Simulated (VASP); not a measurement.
Write the native input for VASP 6.6.1 that does the following.

| Property | Result |
| --- | --- |
| Task | single point |
| Functional | PBE |
| Potentials or basis | VASP PAW PBE potentials, release 64 (Li_sv, Se) |
| Cutoff | 750 eV |
| k mesh | 8 × 8 × 8 |
| Occupations | gaussian, width 0.02 eV |
| Spin | no spin polarisation |
| Dipole correction | no |
| Further INCAR settings | ALGO = Normal; EDIFF = 1e-06; NBANDS = 13 |

The structure of Li2Se lies in POSCAR:

```
Li2Se
1.0
    0.0000000000      2.9412072914      2.9412072914
    2.9412072914      0.0000000000      2.9412072914
    2.9412072914      2.9412072914      0.0000000000
Li Se
2 1
Direct
    0.2500000000      0.2500000000      0.2500000000
    0.7500000000      0.7500000000      0.7500000000
    0.0000000000      0.0000000000      0.0000000000
```

This cell differs from its parent crystal: volume scaled by 0.94.

These files were run (other wordings do the same):

INCAR

```
PREC = Accurate
ENCUT = 750
EDIFF = 1E-6
ISMEAR = 0
SIGMA = 0.02
LREAL = False
LASPH = True
NELM = 120
ALGO = Normal
ISIF = 2
LWAVE = False
LCHARG = False
GGA = PE
NBANDS = 13
GGA_COMPAT = False
```

KPOINTS

```
regular mesh
0
Gamma
  8 8 8
```

Potentials or basis: VASP PAW PBE potentials, release 64 (Li_sv, Se).

Command:

```sh
$ cat potpaw_PBE.64/Li_sv/POTCAR potpaw_PBE.64/Se/POTCAR > POTCAR
$ mpirun -np 1 vasp_std > vasp.out
```

Results of the run:

* Pressure: 2.3 GPa
* Band gap on the k mesh: 2.92 eV, indirect (least direct gap 3.65 eV)

Run time: 66 s on 1 thread of Intel Xeon 8259CL, on a shared host, peak memory 0.25 GiB.
